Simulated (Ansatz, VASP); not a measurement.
## MoSe: VASP beside Ansatz

INCAR

```
ALGO = Normal ; EDIFF = 1E-6
ENCUT = 520 ; GGA = PE
ISIF = 2 ; ISMEAR = 0
ISPIN = 2 ; LASPH = True
LCHARG = False ; LMAXMIX = 4
LORBIT = 11 ; LREAL = False
LWAVE = False ; MAGMOM = 2 0
NBANDS = 21 ; NELM = 150
PREC = Accurate ; SIGMA = 0.1
```

File KPOINTS:

```
k-points
0
Gamma
  12 12 12
```

POSCAR

```
MoSe
1.0
    0.0000000000      2.8392909707      2.8392909707
    2.8392909707      0.0000000000      2.8392909707
    2.8392909707      2.8392909707      0.0000000000
Mo Se
1 1
Direct
    0.0000000000      0.0000000000      0.0000000000
    0.2500000000      0.2500000000      0.2500000000
```

Input for Ansatz:

```yaml
crystal:
  lattice:
    - [0.0, 2.8392909712, 2.8392909712]
    - [2.8392909712, 0.0, 2.8392909712]
    - [2.8392909712, 2.8392909712, 0.0]
  atoms:
    - { symbol: Mo, position: [0.0, 0.0, 0.0], spin: 2.0 }
    - { symbol: Se, position: [0.25, 0.25, 0.25] }
basis:
  ecutwfc: 420
kpoints:
  mp_grid: { grid: [12, 12, 12] }
hamiltonian:
  xc: pbe
scf:
  occupations: { method: gaussian, width: 0.1 }
  lower_state_search: "off"
output:
  forces: true
  stress: true
  eigenvalues: true
  populations: true
magnetization:
  spin_polarized: true
```

Alike in both runs: task single point; functional PBE; k mesh 12 × 12 × 12; occupations gaussian, width 0.1 eV; collinear spin.

```csv
,VASP,Ansatz
version,VASP 6.6.1,Ansatz 0.2.0
potentials or method,"VASP PAW PBE potentials, release 64 (Mo_sv, Se), cutoff 520 eV","scalar-relativistic, plane waves, PAW"
valence electrons in the cell,20,30
```

```csv
,VASP,Ansatz,Ansatz less VASP
gap on the k mesh at the Fermi level (eV),none,none,-
pressure (GPa),0.2,0.0,-0.17
net moment per atom (μB),0.58,0.58,+0.001
size of the moment on the site where the two differ most (μB),1.03,0.82,-0.211
```

Site moments also hang on the region over which each program counts them. A gap of «none» marks a metal or a gap that the smearing closes. VASP's potentials hold 20 valence electrons a cell and Ansatz's 30, so a difference there can come from the potentials and not from the codes.
